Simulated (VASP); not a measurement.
# LiHg3S2 (P6/mmm) in VASP: relaxation of cell and atoms with PBE

Aim: the relaxation of cell and atoms of LiHg3S2 with PBE.

Everything below comes from runs of VASP 6.6.1. Logs are shortened: lines on timing, memory, paths and dates and some standing lists are left out, and cuts for length are marked.

## (1) The cell of the first run

Symmetry: P6/mmm, No. 191, hexagonal system. The conventional cell has a = 6.337 Å, b = 6.337 Å, c = 4.419 Å, α = 90.00°, β = 90.00°, γ = 120.00°. Li (site symmetry 6/mmm) has 6 S at 3.66 Å and 12 Hg at 3.86 Å and 2 Li at 4.42 Å within 4.8 Å. Hg (site symmetry mmm) has 4 S at 2.87 Å and 4 Hg at 3.17 Å within 3.8 Å. Within 3.8 Å of S (site symmetry -6m2) lie 6 Hg at 2.87 Å and 3 S at 3.66 Å and 3 Li at 3.66 Å.

## (2) Relaxation of cell and atoms, PBE

File INCAR:

```
ALGO = Normal ; EDIFF = 1E-7
EDIFFG = -0.01 ; ENCUT = 600
GGA = PE ; IBRION = 2
ISIF = 3 ; ISMEAR = 0
LASPH = True ; LCHARG = False
LREAL = False ; LWAVE = False
NELM = 100 ; NSW = 100
PREC = Accurate ; SIGMA = 0.1
```

File KPOINTS:

```
k-points
0
Gamma
  9 9 8
```

File POSCAR:

```
LiHg3S2
1.0
    6.3365598412      0.0000000000      0.0000000000
   -3.1682799206      5.4876217951      0.0000000000
    0.0000000000      0.0000000000      4.4186480636
Li Hg S
1 3 2
Direct
    0.0000000000      0.0000000000      0.0000000000
    0.5000000000      0.0000000000      0.5000000000
    0.0000000000      0.5000000000      0.5000000000
    0.5000000000      0.5000000000      0.5000000000
    0.6666666667      0.3333333333      0.0000000000
    0.3333333333      0.6666666667      0.0000000000
```

Potentials or basis: VASP PAW PBE potentials, release 64 (Li_sv, Hg, S).

The run is started by

```console
$ cat potpaw_PBE.64/Li_sv/POTCAR potpaw_PBE.64/Hg/POTCAR potpaw_PBE.64/S/POTCAR > POTCAR
$ mpirun -np 1 vasp_std > vasp.out
```

OUTCAR:

```text
EDIFF = 1E-7
   EDIFFG = -0.01
   ENCUT = 600
   GGA = PE
   IBRION = 2
   ISIF = 3
   ISMEAR = 0
   LASPH = True
   LREAL = False
   NELM = 100
   NSW = 100
   PREC = Accurate

 ion  position               nearest neighbor table
   1  0.000  0.000  0.000-
   2  0.500  0.000  0.500-   5 2.87   6 2.87   5 2.87   6 2.87   3 3.17   4 3.17   4 3.17   3 3.17

   3  0.000  0.500  0.500-   5 2.87   6 2.87   5 2.87   6 2.87   4 3.17   4 3.17   2 3.17   2 3.17

   4  0.500  0.500  0.500-   5 2.87   6 2.87   5 2.87   6 2.87   3 3.17   3 3.17   2 3.17   2 3.17

   5  0.667  0.333  0.000-   3 2.87   3 2.87   2 2.87   2 2.87   4 2.87   4 2.87
   6  0.333  0.667  0.000-   3 2.87   3 2.87   2 2.87   2 2.87   4 2.87   4 2.87

  LATTYP: Found a hexagonal cell.
 ALAT       =     6.3365598412
 C/A-ratio  =     0.6973260214

  Lattice vectors:

 A1 = (   6.3365598412,   0.0000000000,   0.0000000000)
 A2 = (  -3.1682799206,   5.4876217951,   0.0000000000)
 A3 = (   0.0000000000,   0.0000000000,   4.4186480636)

Analysis of symmetry for initial positions (statically):
=====================================================================
 Subroutine PRICEL returns:
 Original cell was already a primitive cell.

 Routine SETGRP: Setting up the symmetry group for a
 hexagonal supercell.

 Subroutine GETGRP returns: Found 24 space group operations
 (whereof 24 operations were pure point group operations)
 out of a pool of 24 trial point group operations.

The static configuration has the point symmetry D_6h.

Analysis of symmetry for dynamics (positions and initial velocities):
=====================================================================
 Subroutine PRICEL returns:
 Original cell was already a primitive cell.

 Routine SETGRP: Setting up the symmetry group for a
 hexagonal supercell.

 Subroutine GETGRP returns: Found 24 space group operations
 (whereof 24 operations were pure point group operations)
 out of a pool of 24 trial point group operations.

The dynamic configuration has the point symmetry D_6h.

 Subroutine INISYM returns: Found 24 space group operations
 (whereof 24 operations are pure point group operations),
 and found     1 'primitive' translations

----------------------------------------------------------------------------------------

                                     Primitive cell

  volume of cell :     153.6481
[... 99 lines left out ...]
   EDIFFG = -.1E-01   stopping-criterion for IOM
   NSW    =    100    number of steps for IOM
   IBRION =      2    ionic relax: 0-MD 1-quasi-New 2-CG
   NFREE  =      1    steps in history (QN), initial steepest desc. (CG)
   ISIF   =      3    stress and relaxation
   ISYM   =      2    0-nonsym 1-usesym 2-fastsym
   POTIM  = 0.5000    time-step for ionic-motion
   TEBEG  =    0.0;   TEEND  =   0.0 temperature during run
   PSTRESS=    0.0 pullay stress
   NELECT =      51.0000    total number of electrons
   NUPDOWN=      -1.0000    fix difference up-down
   EMIN   =  10.00;   EMAX   =-10.00  energy-range for DOS
   EFERMI =   0.00;   METHOD = LEGACY
   ISMEAR =     0;   SIGMA  =   0.10  broadening in eV -4-tet -1-fermi 0-gaus
   EFERMI_NEDOS =   21; number of points for ismear=-14 and -15
   IALGO  =     38    algorithm
   IMIX   =      4    mixing-type and parameters
     AMIX     =   0.40;   BMIX     =  1.00
     AMIX_MAG =   1.60;   BMIX_MAG =  1.00
  volume/ion in A,a.u.               =      25.61       172.81
  Fermi-wavevector in a.u.,A,eV,Ry     =   1.133503  2.142009 17.481148  1.284828
  Thomas-Fermi vector in A             =   2.270205
   LORBIT       =      0    0 simple, 1 ext, 2 COOP (PROOUT), +10 PAW based schemes
   GGA     = PE    functional components
   LHFCALC =     F    Hartree Fock is set to
   AEXX    =    0.0000 exact exchange contribution
   IVDW    =     0    specifies the selected vdW correction
   LEPSILON=     F    determine dielectric tensor
   LRPA    =     F    only Hartree local field effects (RPA)
 conjugate gradient relaxation of ions
 non-spin polarized calculation
 Gauss-broadening in eV      SIGMA  =   0.10
  energy-cutoff  :      600.00
  volume of cell :      153.65
 maximum number of plane-waves:      5177
 NGX is ok and might be reduce to    54
   NGX = 25   NGY = 25   NGZ = 17

--------------------------------------- Ionic step        1  -------------------------------------------

 number of electron      50.9999998 magnetization

 Free energy of the ion-electron system (eV)
  ---------------------------------------------------
  ext. energy  EPLUGINS =         0.00000000
  ---------------------------------------------------
  free energy    TOTEN  =        -9.66295611 eV

  energy without entropy =       -9.65411580  energy(sigma->0) =       -9.65853596

------------------------ aborting loop because EDIFF is reached ----------------------------------------

  FORCE on cell =-STRESS in cart. coord.  units (eV):
  Direction    XX          YY          ZZ          XY          YZ          ZX
  --------------------------------------------------------------------------------------
  -------------------------------------------------------------------------------------
  Total        0.3613519      0.3613519     -0.5390480      0.0000000     -0.0000000     -0.0000000
  in kB        3.7680255      3.7680255     -5.6209649      0.0000000     -0.0000000     -0.0000000
  external PRESSURE =       0.6383620 kB  Pullay stress =       0.0000000 kB
[... 187 lines left out ...]
--------------------------------------- Ionic step        6  -------------------------------------------

 number of electron      50.9999996 magnetization

 Free energy of the ion-electron system (eV)
  ---------------------------------------------------
  ext. energy  EPLUGINS =         0.00000000
  ---------------------------------------------------
  free energy    TOTEN  =        -9.67270479 eV

  energy without entropy =       -9.66384360  energy(sigma->0) =       -9.66827420

 E-fermi :   2.3908     XC(G=0):  -8.9127

 val. band max:        2.3903351776   @ k =   0.2222   0.1111   0.0000
 cond. band min:       2.4081727573   @ k =   0.0000   0.0000   0.2500
 fundamental gap:      0.0178375797
 Fermi energy:         2.3907845323

 k-point     1 :       0.0000    0.0000    0.0000
  band No.  band energies     occupation
      1     -46.8301      2.00000
      2     -10.9011      2.00000
      3      -9.9536      2.00000
      4      -5.4578      2.00000
      5      -5.2494      2.00000
      6      -5.0502      2.00000
[... 781 lines left out ...]
     29       5.7013      0.00000
     30       5.7013      0.00000

 [... further k-points ...]
[... 5 lines left out ...]
  --------------------------------------------------------------------------------------
  -------------------------------------------------------------------------------------
  Total        0.0025419      0.0025419     -0.0056442      0.0000000      0.0000000      0.0000000
  in kB        0.0261740      0.0261740     -0.0581172      0.0000000      0.0000000      0.0000000
  external PRESSURE =      -0.0019230 kB  Pullay stress =       0.0000000 kB
[... 21 lines left out ...]
  FREE ENERGIE OF THE ION-ELECTRON SYSTEM (eV)
  ---------------------------------------------------
  free  energy   TOTEN  =        -9.6727047900 eV

  energy  without entropy=       -9.6638436016  energy(sigma->0) =       -9.66827420

 reached required accuracy - stopping structural energy minimisation
```

OSZICAR:

```text
N       E                     dE             d eps       ncg     rms          rms(c)
DAV:   1     0.400924597755E+03    0.40092E+03   -0.24787E+04  3600   0.173E+03
[... 59 lines left out ...]
DAV:   2    -0.967291205890E+01    0.25507E-02   -0.75109E-03  4164   0.793E-01    0.121E-01
DAV:   3    -0.967271906400E+01    0.19299E-03   -0.79252E-04  4190   0.193E-01    0.118E-01
DAV:   4    -0.967270814763E+01    0.10916E-04   -0.59336E-05  3902   0.594E-02    0.138E-02
DAV:   5    -0.967270391927E+01    0.42284E-05   -0.29702E-05  4106   0.476E-02    0.492E-03
DAV:   6    -0.967270451061E+01   -0.59134E-06   -0.17663E-06  4208   0.974E-03    0.243E-03
DAV:   7    -0.967270471513E+01   -0.20451E-06   -0.52628E-08  2230   0.180E-03    0.785E-04
DAV:   8    -0.967270479002E+01   -0.74896E-07   -0.19619E-08  1950   0.105E-03
   6 F= -.96727048E+01 E0= -.96682742E+01  d E =-.688259E-03
```

It took 27 min on 1 thread of Intel Xeon Platinum 8259CL at 2.50GHz (Skylake/Cascade Lake), shared host; peak memory 0.53 GiB.

Results:

- Free energy: -9.6727 eV
- Relaxed volume: 25.93 Å³/atom
- Relaxed cell: a = 6.432 Å, b = 6.432 Å, c = 4.343 Å, α = 90.00°, β = 90.00°, γ = 120.00°
- Space group after relaxing (to 0.05 Å): P6/mmm (No. 191)
- Energy gained by relaxing: 1.6 meV/atom
- Ionic steps: 6
- Pressure after relaxing: 0.0 GPa

The path:
```
step  energy change (eV)  largest force (eV/Å)  pressure (GPa)  volume (Å³)
   1              0.0000                0.0000            0.06       153.65
   2             -0.0039                0.0000            0.10       153.87
   3             -0.0090                0.0000            0.21       154.51
   4             -0.0091                0.0000            0.22       154.55
   5             -0.0097                0.0000           -0.08       155.95
   6             -0.0097                0.0000            0.00       155.60
```

Final structure:
```
Li Hg S
1.0
     6.43160    0.00000    0.00000
    -3.21580    5.56993    0.00000
     0.00000    0.00000    4.34346
Li Hg S
1 3 2
Direct
  0.00000 0.00000 0.00000
  0.50000 0.00000 0.50000
  0.00000 0.50000 0.50000
  0.50000 0.50000 0.50000
  0.66667 0.33333 0.00000
  0.33333 0.66667 0.00000
```

Levels at points of the mesh, in eV from the Fermi level:
```csv
k point,band 24,band 25,band 26,band 27,band 28,band 29
"(0.00, 0.00, 0.00)",-2.72,-0.48,1.33,1.68,1.68,1.79
"(0.00, 0.00, 0.50)",-1.43,-1.14,-1.14,1.08,1.08,1.26
```

Caveat: the cutoff is under 1.25 times the usual one of these potentials, so pressure, stress and relaxed cells hold a basis-set (Pulay) error; spin-orbit coupling is left out, which moves the levels of the heavy elements.
